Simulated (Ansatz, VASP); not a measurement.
# Two plane-wave programs on FeSi

INCAR

```
SYSTEM = FeSi
PREC = Accurate ; ENCUT = 600
EDIFF = 1E-6 ; ISMEAR = 0
SIGMA = 0.01 ; LREAL = .FALSE.
LASPH = .TRUE. ; NELM = 60
ALGO = Normal ; ISIF = 3
LWAVE = .FALSE. ; LCHARG = .FALSE.
IBRION = 2 ; NSW = 80
EDIFFG = -0.003
```

File KPOINTS:

```
Automatic mesh
0
G
  8 8 8
  0 0 0
```

The input POSCAR:

```
FeSi
1.0
    4.5507000000      0.0000000000      0.0000000000
    0.0000000000      4.5507000000      0.0000000000
    0.0000000000      0.0000000000      4.5507000000
Fe Si
4 4
Direct
    0.1365200000      0.1365200000      0.1365200000
    0.3634800000      0.8634800000      0.6365200000
    0.6365200000      0.3634800000      0.8634800000
    0.8634800000      0.6365200000      0.3634800000
    0.8424000000      0.8424000000      0.8424000000
    0.6576000000      0.1576000000      0.3424000000
    0.3424000000      0.6576000000      0.1576000000
    0.1576000000      0.3424000000      0.6576000000
```

Input for Ansatz:

```yaml
crystal:
  lattice:
    - [4.5507, 0.0, 0.0]
    - [0.0, 4.5507, 0.0]
    - [0.0, 0.0, 4.5507]
  atoms:
    - { symbol: Fe, position: [0.13652, 0.13652, 0.13652] }
    - { symbol: Fe, position: [0.36348, 0.86348, 0.63652] }
    - { symbol: Fe, position: [0.63652, 0.36348, 0.86348] }
    - { symbol: Fe, position: [0.86348, 0.63652, 0.36348] }
    - { symbol: Si, position: [0.8424, 0.8424, 0.8424] }
    - { symbol: Si, position: [0.6576, 0.1576, 0.3424] }
    - { symbol: Si, position: [0.3424, 0.6576, 0.1576] }
    - { symbol: Si, position: [0.1576, 0.3424, 0.6576] }
scf:
  occupations: { method: fixed }
output:
  forces: true
  stress: true
  write_density: true
  write_potential: true
  elf: true
  volumetric_format: npy
hamiltonian:
  xc: lda
relax:
  f_tol: 0.003
  cell: { stress_tol: 0.02 }
kpoints:
  mp_grid: { grid: [8, 8, 8] }
```

Alike in both runs: task relaxation of cell and atoms; functional LDA; k mesh 8 × 8 × 8; no spin polarisation.

|  | VASP | Ansatz |
| --- | --- | --- |
| version | VASP 6.6.1 | Ansatz 0.2.0 |
| potentials or method | VASP PAW LDA potentials, release 64 (Fe, Si) | scalar-relativistic, plane waves, PAW |
| plane-wave cutoff (eV) | 600 | 420 |
| occupations | gaussian, width 0.01 eV | fixed |
| valence electrons in the cell | 48 | 80 |

```tsv
	VASP	Ansatz	Ansatz less VASP
gap on the k mesh at the Fermi level, each at its own relaxed structure (eV)	0.13	0.14	+0.010
relaxed volume (Å³/atom)	10.45	10.42	-0.029
relaxed length of the cell vector where the two differ most in proportion (Å)	4.373	4.369	-0.0041
```

LDA's correlation is that of Perdew and Zunger in VASP and of Perdew and Wang (1992) in Ansatz. VASP's potentials hold 48 valence electrons a cell and Ansatz's 80, so a difference there can come from the potentials and not from the codes.
